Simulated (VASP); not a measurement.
# BP (F-43m) in VASP: further runs

The runs below take BP through single point, relaxation of cell and atoms, with revPBE, PBEsol, RPBE, RPBE+D4, revPBE+D3(BJ).

Program: VASP 6.6.1. These are calculated values, not measurements. Logs are shortened: lines on timing, memory, paths and dates and some standing lists are left out, and cuts for length are marked.

### 1 The cell of the first run

The structure is cubic, space group F-43m (No. 216). Conventional cell: a = 4.538 Å, b = 4.538 Å, c = 4.538 Å, α = 90.00°, β = 90.00°, γ = 90.00°. Within 2.6 Å of P (site symmetry -43m) lie 4 B at 1.97 Å. B (site symmetry -43m) has 4 P at 1.97 Å within 2.6 Å.

### 2 Single point, revPBE

The input, INCAR:

```
  PREC = Accurate
  ENCUT = 520
  EDIFF = 1E-7
  ISMEAR = -1
  SIGMA = 0.05
  LREAL = F
  LASPH = T
  NELM = 80
  ALGO = Normal
  ISIF = 2
  LWAVE = F
  LCHARG = F
  GGA = RE
  NBANDS = 11
```

The input, KPOINTS:

```
regular mesh
0
Gamma
  10 10 10
```

The input, POSCAR:

```
BP
1.0
    0.0000000000      2.2690000000      2.2690000000
    2.2690000000      0.0000000000      2.2690000000
    2.2690000000      2.2690000000      0.0000000000
P B
1 1
Direct
    0.7500000000      0.7500000000      0.7500000000
    0.0000000000      0.0000000000      0.0000000000
```

Potentials or basis: VASP PAW PBE potentials, release 64 (P, B).

Launch:

```sh
$ cat potpaw_PBE.64/P/POTCAR potpaw_PBE.64/B/POTCAR > POTCAR
$ mpirun -np 1 vasp_std > vasp.out
```

OUTCAR:

```text
PREC = Accurate
   ENCUT = 520
   EDIFF = 1E-7
   ISMEAR = -1
   LREAL = F
   LASPH = T
   NELM = 80
   ISIF = 2
   GGA = RE

 ion  position               nearest neighbor table
   1  0.750  0.750  0.750-   2 1.97   2 1.97   2 1.97   2 1.97
   2  0.000  0.000  0.000-   1 1.97   1 1.97   1 1.97   1 1.97

  LATTYP: Found a face centered cubic cell.
 ALAT       =     4.5380000000

  Lattice vectors:

 A1 = (   0.0000000000,   2.2690000000,   2.2690000000)
 A2 = (   2.2690000000,   0.0000000000,   2.2690000000)
 A3 = (   2.2690000000,   2.2690000000,   0.0000000000)

Analysis of symmetry for initial positions (statically):
=====================================================================
 Subroutine PRICEL returns:
 Original cell was already a primitive cell.

 Routine SETGRP: Setting up the symmetry group for a
 face centered cubic supercell.

 Subroutine GETGRP returns: Found 24 space group operations
 (whereof 24 operations were pure point group operations)
 out of a pool of 48 trial point group operations.

The static configuration has the point symmetry T_d .

Analysis of symmetry for dynamics (positions and initial velocities):
=====================================================================
 Subroutine PRICEL returns:
 Original cell was already a primitive cell.

 Routine SETGRP: Setting up the symmetry group for a
 face centered cubic supercell.

 Subroutine GETGRP returns: Found 24 space group operations
 (whereof 24 operations were pure point group operations)
 out of a pool of 48 trial point group operations.

The dynamic configuration has the point symmetry T_d .

 Subroutine INISYM returns: Found 24 space group operations
 (whereof 24 operations are pure point group operations),
 and found     1 'primitive' translations

----------------------------------------------------------------------------------------

                                     Primitive cell

  volume of cell :      23.3633

  direct lattice vectors                    reciprocal lattice vectors
     0.000000000  2.269000000  2.269000000    -0.220361393  0.220361393  0.220361393
     2.269000000  0.000000000  2.269000000     0.220361393 -0.220361393  0.220361393
     2.269000000  2.269000000  0.000000000     0.220361393  0.220361393 -0.220361393

  length of vectors
     3.208850573  3.208850573  3.208850573     0.381677128  0.381677128  0.381677128

[... 74 lines left out ...]
   ISPIN  =      1    spin polarized calculation?
   LNONCOLLINEAR =      F non collinear calculations
   LSORBIT =      F    spin-orbit coupling
   LASPH  =      T    aspherical Exc in radial PAW
   ENCUT  =  520.0 eV  38.22 Ry    6.18 a.u.   5.97  5.97  5.97*2*pi/ulx,y,z
   NELM   =     80;   NELMIN=  2; NELMDL= -5     # of ELM steps
   EDIFF  = 0.1E-06   stopping-criterion for ELM
   LREAL  =      F    real-space projection
   EDIFFG = 0.1E-05   stopping-criterion for IOM
   NSW    =      0    number of steps for IOM
   IBRION =     -1    ionic relax: 0-MD 1-quasi-New 2-CG
   NFREE  =      0    steps in history (QN), initial steepest desc. (CG)
   ISIF   =      2    stress and relaxation
   ISYM   =      2    0-nonsym 1-usesym 2-fastsym
   POTIM  = 0.5000    time-step for ionic-motion
   TEBEG  =    0.0;   TEEND  =   0.0 temperature during run
   PSTRESS=    0.0 pullay stress
   NELECT =       8.0000    total number of electrons
   NUPDOWN=      -1.0000    fix difference up-down
   EMIN   =  10.00;   EMAX   =-10.00  energy-range for DOS
[... 5 lines left out ...]
     AMIX     =   0.40;   BMIX     =  1.00
     AMIX_MAG =   1.60;   BMIX_MAG =  1.00
  volume/ion in A,a.u.               =      11.68        78.83
  Fermi-wavevector in a.u.,A,eV,Ry     =   1.145320  2.164342 17.847562  1.311759
  Thomas-Fermi vector in A             =   2.282009
   LORBIT       =      0    0 simple, 1 ext, 2 COOP (PROOUT), +10 PAW based schemes
   GGA     = RE    functional components
   LHFCALC =     F    Hartree Fock is set to
   AEXX    =    0.0000 exact exchange contribution
   IVDW    =     0    specifies the selected vdW correction
   LEPSILON=     F    determine dielectric tensor
   LRPA    =     F    only Hartree local field effects (RPA)
 non-spin polarized calculation
  energy-cutoff  :      520.00
  volume of cell :       23.36
 maximum number of plane-waves:       639
   NGX = 11   NGY = 11   NGZ = 11

 number of electron       8.0000000 magnetization

 Free energy of the ion-electron system (eV)
  ---------------------------------------------------
  ext. energy  EPLUGINS =         0.00000000
  ---------------------------------------------------
  free energy    TOTEN  =       -12.38237082 eV

  energy without entropy =      -12.38237077  energy(sigma->0) =      -12.38237079

 E-fermi :   8.1042     XC(G=0): -10.8564

 val. band max:        7.5009483341   @ k =   0.0000   0.0000   0.0000
 cond. band min:       8.7454360966   @ k =   0.4000   0.4000   0.0000
 fundamental gap:      1.2444877626
 Fermi energy:         8.1042481285

 k-point     1 :       0.0000    0.0000    0.0000
  band No.  band energies     occupation
      1      -7.9751      2.00000
      2       7.5009      1.99999
      3       7.5009      1.99999
      4       7.5009      1.99999
      5      10.8952      0.00000
      6      10.8952      0.00000
      7      10.8952      0.00000
      8      14.9047      0.00000
      9      19.1179      0.00000
     10      19.5607      0.00000
     11      19.5607      0.00000
[... 309 lines left out ...]
 k-point    24 :       0.4000    0.3000    0.0000
  band No.  band energies     occupation
      1      -5.0328      2.00000
      2       1.3227      2.00000
      3       3.4491      2.00000
      4       3.9812      2.00000
      5       9.3187      0.00000
      6      11.1382      0.00000
      7      16.9959      0.00000
      8      16.9992      0.00000
      9      21.5721      0.00000
     10      22.7011      0.00000
     11      24.6358      0.00000

 [... further k-points ...]
[... 5 lines left out ...]
  --------------------------------------------------------------------------------------
  -------------------------------------------------------------------------------------
  Total        0.4190569      0.4190569      0.4190569      0.0000000      0.0000000      0.0000000
  in kB       28.7375751     28.7375751     28.7375751      0.0000000      0.0000000      0.0000000
  external PRESSURE =      28.7375751 kB  Pullay stress =       0.0000000 kB

 VOLUME and BASIS-vectors are now :
 -----------------------------------------------------------------------------
  energy-cutoff  :      520.00
  volume of cell :       23.36
      direct lattice vectors                 reciprocal lattice vectors
     0.000000000  2.269000000  2.269000000    -0.220361393  0.220361393  0.220361393
     2.269000000  0.000000000  2.269000000     0.220361393 -0.220361393  0.220361393
     2.269000000  2.269000000  0.000000000     0.220361393  0.220361393 -0.220361393

 POSITION                                       TOTAL-FORCE (eV/Angst)
 -----------------------------------------------------------------------------------
      3.40350      3.40350      3.40350        -0.000000     -0.000000     -0.000000
      0.00000      0.00000      0.00000         0.000000      0.000000      0.000000
 -----------------------------------------------------------------------------------
    total drift:                               -0.000000     -0.000000     -0.000000

  FREE ENERGIE OF THE ION-ELECTRON SYSTEM (eV)
  ---------------------------------------------------
  free  energy   TOTEN  =       -12.3823708158 eV

  energy  without entropy=      -12.3823707672  energy(sigma->0) =      -12.38237079
```

It took 6.8 s on 1 thread of AMD EPYC 9R45 (Zen 5), shared host; peak memory 0.1 GiB.

Results:

| Item | Value |
| --- | --- |
| Free energy | -12.3824 eV |
| Pressure | 2.9 GPa |
| Band gap on the k mesh | 1.24 eV, indirect (least direct gap 3.39 eV) |

Caveat: the PAW data sets were made with another functional, which shifts forces and pressure a little. A k mesh can miss the band edges.

### 3 Relaxation of cell and atoms, PBEsol

The input, INCAR:

```
SYSTEM = BP
ALGO = Normal
EDIFF = 1E-7
EDIFFG = -0.01
ENCUT = 600
GGA = PS
IBRION = 2
ISIF = 3
ISMEAR = -1
LASPH = .TRUE.
LCHARG = .FALSE.
LREAL = .FALSE.
LWAVE = .FALSE.
NELM = 80
NSW = 60
PREC = Accurate
SIGMA = 0.05
```

The input, KPOINTS:

```
k-points
0
G
  10 10 10
  0 0 0
```

POSCAR is that of step 2.

Potentials or basis: VASP PAW PBE potentials, release 64 (P, B).

Launch:

```sh
$ cat potpaw_PBE.64/P/POTCAR potpaw_PBE.64/B/POTCAR > POTCAR
$ mpirun -np 1 vasp_std > vasp.out
```

Wall time 16 s (1 thread of AMD EPYC 9R45 (Zen 5), shared host); peak memory 0.12 GiB.

It converged, with:

| Item | Value |
| --- | --- |
| Free energy | -13.6754 eV |
| Relaxed volume | 11.55 Å³/atom |
| Relaxed cell | a = 3.197 Å, b = 3.197 Å, c = 3.197 Å, α = 60.00°, β = 60.00°, γ = 60.00° |
| Space group after relaxing (to 0.05 Å) | F-43m (No. 216) |
| Energy gained by relaxing | 0.8 meV/atom |
| Ionic steps | 3 |
| Pressure after relaxing | 0.0 GPa |
| Band gap on the k mesh | 1.12 eV, indirect (least direct gap 3.37 eV) |

The path:
| step | energy change (eV) | largest force (eV/Å) | pressure (GPa) | volume (Å³) |
| --- | --- | --- | --- | --- |
| 1 | 0.0000 | 0.0000 | -1.85 | 23.36 |
| 2 | -0.0006 | 0.0000 | 1.45 | 22.91 |
| 3 | -0.0015 | 0.0000 | 0.00 | 23.10 |

Final structure:
```
CELL_PARAMETERS angstrom
0.00000 2.26055 2.26055
2.26055 0.00000 2.26055
2.26055 2.26055 0.00000
ATOMIC_POSITIONS crystal
P 0.75000 0.75000 0.75000
B 0.00000 0.00000 0.00000
```

Levels at points of the mesh, in eV from the valence-band top:
```csv
k point,band 1,band 2,band 3,band 4,band 5,band 6,band 7,band 8
"(0.00, 0.00, 0.00)",-15.60,0.00,0.00,0.00,3.37,3.37,3.37,7.51
"(0.50, 0.00, 0.00)",-12.20,-9.18,-1.78,-1.78,3.80,4.66,4.66,9.97
"(0.50, 0.50, 0.00)",-10.66,-8.66,-4.19,-4.19,1.20,1.51,12.20,12.20
```

Caveat: the PAW data sets were made with another functional, which shifts forces and pressure a little. A k mesh can miss the band edges.

### 4 Relaxation of cell and atoms, RPBE

The input, INCAR:

```
SYSTEM = BP
PREC = Accurate ; ENCUT = 600
EDIFF = 1E-7 ; ISMEAR = -1
SIGMA = 0.05 ; LREAL = .FALSE.
LASPH = .TRUE. ; NELM = 100
ALGO = Normal ; ISIF = 3
LWAVE = .FALSE. ; LCHARG = .FALSE.
GGA = RP ; IBRION = 2
NSW = 60 ; EDIFFG = -0.01
```

The input, KPOINTS:

```
regular mesh
0
G
  10 10 10
  0 0 0
```

POSCAR is that of step 3.

Launch:

```sh
$ cat potpaw_PBE.64/P/POTCAR potpaw_PBE.64/B/POTCAR > POTCAR
$ mpirun -np 1 vasp_std > vasp.out
```

Run time: 18 s. Hardware: 1 thread of AMD EPYC 9R45 (Zen 5), shared host; peak memory 0.12 GiB.

Results (log left out):

- Free energy: -12.2764 eV
- Relaxed volume: 11.94 Å³/atom
- Relaxed cell: a = 3.232 Å, b = 3.232 Å, c = 3.232 Å, α = 60.00°, β = 60.00°, γ = 60.00°
- Space group after relaxing (to 0.05 Å): F-43m (No. 216)
- Energy gained by relaxing: 2.7 meV/atom
- Ionic steps: 3
- Pressure after relaxing: 0.0 GPa
- Band gap on the k mesh: 1.28 eV, indirect (least direct gap 3.36 eV)

The path:
```
step  energy change (eV)  largest force (eV/Å)  pressure (GPa)  volume (Å³)
   1              0.0000                0.0000            3.50        23.36
   2             -0.0028                0.0000           -2.29        24.24
   3             -0.0055                0.0000            0.01        23.87
```

Final structure:
```
CELL_PARAMETERS angstrom
0.00000 2.28535 2.28535
2.28535 0.00000 2.28535
2.28535 2.28535 0.00000
ATOMIC_POSITIONS crystal
P 0.75000 0.75000 0.75000
B 0.00000 0.00000 0.00000
```

Levels at points of the mesh, in eV from the valence-band top:
| k point | band 2 | band 3 | band 4 | band 5 | band 6 | band 7 |
| --- | --- | --- | --- | --- | --- | --- |
| (0.00, 0.00, 0.00) | 0.00 | 0.00 | 0.00 | 3.36 | 3.36 | 3.36 |
| (0.50, 0.00, 0.00) | -8.89 | -1.73 | -1.73 | 3.66 | 4.69 | 4.69 |
| (0.50, 0.50, 0.00) | -8.51 | -4.04 | -4.04 | 1.38 | 1.72 | 11.96 |

Caveat: the PAW data sets were made with another functional, which shifts forces and pressure a little.

### 5 Relaxation of cell and atoms, RPBE+D4

The input, INCAR:

```
SYSTEM = BP
PREC = Accurate ; ENCUT = 600
EDIFF = 1E-7 ; ISMEAR = -1
SIGMA = 0.05 ; LREAL = .FALSE.
LASPH = .TRUE. ; NELM = 80
ALGO = Normal ; ISIF = 3
LWAVE = .FALSE. ; LCHARG = .FALSE.
GGA = RP ; IVDW = 13
IBRION = 2 ; NSW = 60
EDIFFG = -0.01
```

The input, KPOINTS:

```
Automatic mesh
0
G
  10 10 10
  0 0 0
```

POSCAR is that of step 4.

Launch:

```sh
$ cat potpaw_PBE.64/P/POTCAR potpaw_PBE.64/B/POTCAR > POTCAR
$ mpirun -np 1 vasp_std > vasp.out
```

Wall time 20 s (1 thread of AMD EPYC 9R45 (Zen 5), shared host); peak memory 0.13 GiB.

Results (log left out):

```
Free energy                            : -13.8571 eV
Relaxed volume                         : 11.07 Å³/atom
Relaxed cell                           : a = 3.152 Å, b = 3.152 Å, c = 3.152 Å, α = 60.00°, β = 60.00°, γ = 60.00°
Space group after relaxing (to 0.05 Å) : F-43m (No. 216)
Energy gained by relaxing              : 17.2 meV/atom
Ionic steps                            : 3
Pressure after relaxing                : 0.0 GPa
Band gap on the k mesh                 : 1.17 eV, indirect (least direct gap 3.48 eV)
Dispersion energy per atom             : -0.824 eV
```

The path:
```tsv
step	energy change (eV)	largest force (eV/Å)	pressure (GPa)	volume (Å³)
1	0.0000	0.0000	-8.64	23.36
2	-0.0151	0.0000	7.58	21.30
3	-0.0344	0.0000	-0.02	22.15
```

Final structure:
```
P B
1.0
     0.00000    2.22893    2.22893
     2.22893    0.00000    2.22893
     2.22893    2.22893    0.00000
P B
1 1
Direct
  0.75000 0.75000 0.75000
  0.00000 0.00000 0.00000
```

Levels at points of the mesh, in eV from the valence-band top:
| k point | band 2 | band 3 | band 4 | band 5 | band 6 | band 7 |
| --- | --- | --- | --- | --- | --- | --- |
| (0.00, 0.00, 0.00) | 0.00 | 0.00 | 0.00 | 3.48 | 3.48 | 3.48 |
| (0.50, 0.00, 0.00) | -9.43 | -1.82 | -1.82 | 4.11 | 4.73 | 4.73 |
| (0.50, 0.50, 0.00) | -8.90 | -4.31 | -4.31 | 1.21 | 1.64 | 12.67 |

Caveat: the PAW data sets were made with another functional, which shifts forces and pressure a little. A k mesh can miss the band edges.

### 6 Relaxation of cell and atoms, revPBE+D3(BJ)

The input, INCAR:

```
SYSTEM = BP
PREC     = Accurate       ! precision mode
ENCUT    = 600            ! plane-wave cutoff, eV
EDIFF    = 1E-6           ! SCF threshold, eV
ISMEAR   = -1             ! smearing method
SIGMA    = 0.05           ! smearing width, eV
LREAL    = .False.        ! projectors in reciprocal space
LASPH    = .True.         ! aspherical terms in the spheres
NELM     = 60             ! most SCF steps
ALGO     = Normal         ! electronic algorithm
ISIF     = 3              ! what is computed and relaxed
LWAVE    = .False.        ! write WAVECAR
LCHARG   = .False.        ! write CHGCAR
GGA      = RE             ! functional
IVDW     = 12             ! dispersion correction
IBRION   = 2              ! ionic algorithm
NSW      = 60             ! ionic steps
EDIFFG   = -0.01          ! ionic threshold
```

The input, KPOINTS:

```
Automatic mesh
0
Gamma
  10 10 10
  0 0 0
```

POSCAR is that of step 5.

Potentials or basis: VASP PAW PBE potentials, release 64 (P, B).

Launch:

```sh
$ cat potpaw_PBE.64/P/POTCAR potpaw_PBE.64/B/POTCAR > POTCAR
$ mpirun -np 1 vasp_std > vasp.out
```

It took 16 s on 1 thread of AMD EPYC 9R45 (Zen 5), shared host; peak memory 0.13 GiB.

It converged, with:

```yaml
Free_energy: -13.7059 eV
Relaxed_volume: 11.24 Å³/atom
Relaxed_cell: a = 3.168 Å, b = 3.168 Å, c = 3.168 Å, α = 60.00°, β = 60.00°, γ = 60.00°
Space_group_after_relaxing_to_0.05_Å: F-43m (No. 216)
Energy_gained_by_relaxing: 8.8 meV/atom
Ionic_steps: 3
Pressure_after_relaxing: 0.0 GPa
Band_gap_on_the_k_mesh: 1.19 eV, indirect (least direct gap 3.45 eV)
Dispersion_energy_per_atom: -0.678 eV
```

The path:
| step | energy change (eV) | largest force (eV/Å) | pressure (GPa) | volume (Å³) |
| --- | --- | --- | --- | --- |
| 1 | 0.0000 | 0.0000 | -6.22 | 23.36 |
| 2 | -0.0076 | 0.0000 | 5.21 | 21.86 |
| 3 | -0.0175 | 0.0000 | -0.01 | 22.49 |

Final structure:
```
P B
1.0
     0.00000    2.24036    2.24036
     2.24036    0.00000    2.24036
     2.24036    2.24036    0.00000
P B
1 1
Direct
  0.75000 0.75000 0.75000
  0.00000 0.00000 0.00000
```

Levels at points of the mesh, in eV from the valence-band top:
| k point | band 2 | band 3 | band 4 | band 5 | band 6 | band 7 |
| --- | --- | --- | --- | --- | --- | --- |
| (0.00, 0.00, 0.00) | 0.00 | 0.00 | 0.00 | 3.45 | 3.45 | 3.45 |
| (0.50, 0.00, 0.00) | -9.32 | -1.81 | -1.81 | 4.01 | 4.73 | 4.73 |
| (0.50, 0.50, 0.00) | -8.81 | -4.26 | -4.26 | 1.25 | 1.65 | 12.51 |

Caveat: the PAW data sets were made with another functional, which shifts forces and pressure a little.

### 7 The runs side by side

```tsv
task	level	cell	cutoff (eV)	gap on the mesh (eV)	pressure (GPa)	relaxed volume (Å³/atom)
single point	revPBE	as given	520	1.24	2.9	-
relaxation of cell and atoms	PBEsol	relaxed	600	1.12	0.0	11.55
relaxation of cell and atoms	RPBE	relaxed	600	1.28	0.0	11.94
relaxation of cell and atoms	RPBE+D4	relaxed	600	1.17	0.0	11.07
relaxation of cell and atoms	revPBE+D3(BJ)	relaxed	600	1.19	0.0	11.24
```

Alike in all rows: potentials or basis VASP PAW PBE potentials, release 64 (P, B); no spin polarisation; k mesh 10 × 10 × 10; smearing fermi-dirac 0.05 eV.

Caveats: the PAW data sets were made with another functional, which shifts forces and pressure a little.

Total energies depend on the potentials used, so only differences within one code and one set of settings carry meaning.
